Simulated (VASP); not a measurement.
Input of a VASP 6.6.1 run:

File INCAR:

```
SYSTEM = Si
  ALGO = Normal
  EDIFF = 1E-6
  ENCUT = 500
  GGA = PE
  GGA_COMPAT = .False.
  ISIF = 2
  ISMEAR = -1
  LASPH = .True.
  LCHARG = .False.
  LREAL = .False.
  LWAVE = .False.
  NBANDS = 16
  NELM = 120
  PREC = Accurate
  SIGMA = 0.1
```

Contents of KPOINTS:

```
k-points
0
Gamma
  11 11 4
  0 0 0
```

POSCAR

```
Si
1.0
    4.0944960260      0.0000000000      0.0000000000
   -2.0472480130      3.5459375742      0.0000000000
    0.0000000000      0.0000000000      4.8988993220
Si
4
Direct
    0.0000000000      0.0000000000      0.2500000000
    0.0000000000      0.0000000000      0.7500000000
    0.3333333333      0.6666666667      0.2500000000
    0.6666666667      0.3333333333      0.7500000000
```

Potentials or basis: VASP PAW PBE potentials, release 64 (Si).

The run is started by

```console
$ cat potpaw_PBE.64/Si/POTCAR > POTCAR
$ mpirun -np 1 vasp_std > vasp.out
```

(1) Predict the pressure.

(2) Estimate the band gap on the k mesh.

Results:

(1) 2.3 GPa.

(2) zero (bands 8 and 9 overlap by 2.42 eV).
